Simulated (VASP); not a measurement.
A run of VASP 6.6.1 is set up as follows.

INCAR

```
PREC     = Accurate       # precision mode
ENCUT    = 520            # plane-wave cutoff, eV
EDIFF    = 1E-6           # SCF threshold, eV
ISMEAR   = 0              # smearing method
SIGMA    = 0.02           # smearing width, eV
LREAL    = F              # projectors in reciprocal space
LASPH    = T              # aspherical terms in the spheres
NELM     = 100            # most SCF steps
ALGO     = Normal         # electronic algorithm
ISIF     = 2              # what is computed and relaxed
LWAVE    = F              # write WAVECAR
LCHARG   = T              # write CHGCAR
GGA      = PE             # functional
IVDW     = 12             # dispersion correction
LELF     = T              # ELF
LVHAR    = T            
NBANDS   = 8              # bands
```

The input KPOINTS:

```
Automatic mesh
0
Gamma
  8 8 8
```

Contents of POSCAR:

```
H
1.0
   -1.7030551077      1.7030551077      2.1395708916
    1.7030551077     -1.7030551077      2.1395708916
    1.7030551077      1.7030551077     -2.1395708916
H
2
Direct
    0.9122555667      0.9122555667      0.0000000000
    0.0877444333      0.0877444333      0.0000000000
```

Potentials or basis: VASP PAW PBE potentials, release 64 (H).

The run is started by

```sh
$ cat potpaw_PBE.64/H/POTCAR > POTCAR
$ mpirun -np 1 vasp_std > vasp.out
```

(1) Predict the pressure.

(2) Estimate the band gap on the k mesh.

(3) Estimate the largest force.

(4) Estimate the dispersion energy per atom.

Answers

(1) -0.2 GPa.

(2) 8.98 eV, indirect (least direct gap 9.70 eV).

(3) 0.014 eV/Å.

(4) -0.018 eV.
